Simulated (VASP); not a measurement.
Crystal: KH4.

```
K H
1.0
     4.11106    0.00000    0.00000
     0.00000    4.11106    0.00000
     0.00000    0.00000    4.11106
K H
1 4
Direct
  0.00000 0.00000 0.00000
  0.50000 0.00000 0.00000
  0.00000 0.50000 0.00000
  0.00000 0.00000 0.50000
  0.50000 0.50000 0.50000
```

The cell was generated, and may not be a known phase.

* Program: VASP 6.6.1
* Task: relaxation of cell and atoms
* Functional: PBE
* Potentials or basis: VASP PAW PBE potentials, release 64 (K_sv, H_h)
* Cutoff: 1230 eV
* k mesh: 4 × 4 × 4
* Occupations: gaussian, width 0.1 eV
* Spin: no spin polarisation

At the start: pressure 4.2 GPa; volume 13.90 Å³/atom.

How do energy, volume and symmetry change on relaxing?

Over 5 steps the energy falls by 62.6 meV/atom and the volume is 20.83 Å³/atom (+49.9 %); space group Pm-3m (No. 221, to 0.1 Å) before and after.

Step by step:
| step | energy change (eV) | largest force (eV/Å) | pressure (GPa) | volume (Å³) |
| --- | --- | --- | --- | --- |
| 1 | 0.0000 | 0.0000 | 4.24 | 69.48 |
| 2 | -0.0882 | 0.0000 | 3.31 | 73.24 |
| 3 | -0.2555 | 0.0000 | 1.33 | 85.33 |
| 4 | -0.2961 | 0.0000 | -0.45 | 113.37 |
| 5 | -0.3131 | 0.0000 | -0.12 | 104.13 |

Final structure:
```
CELL_PARAMETERS angstrom
4.70457 0.00000 0.00000
0.00000 4.70457 0.00000
0.00000 0.00000 4.70457
ATOMIC_POSITIONS crystal
K 0.00000 0.00000 0.00000
H 0.50000 0.00000 0.00000
H 0.00000 0.50000 0.00000
H 0.00000 0.00000 0.50000
H 0.50000 0.50000 0.50000
```

Caveat: the k points lie up to 0.33 Å⁻¹ apart in the final cell, too coarse for converged energies and pressures of a metal; the volume moved by over 15 % at a fixed basis, so the end points are rough; an odd number of electrons without spin polarisation forces a metal; a magnetic or distorted state may lie lower.
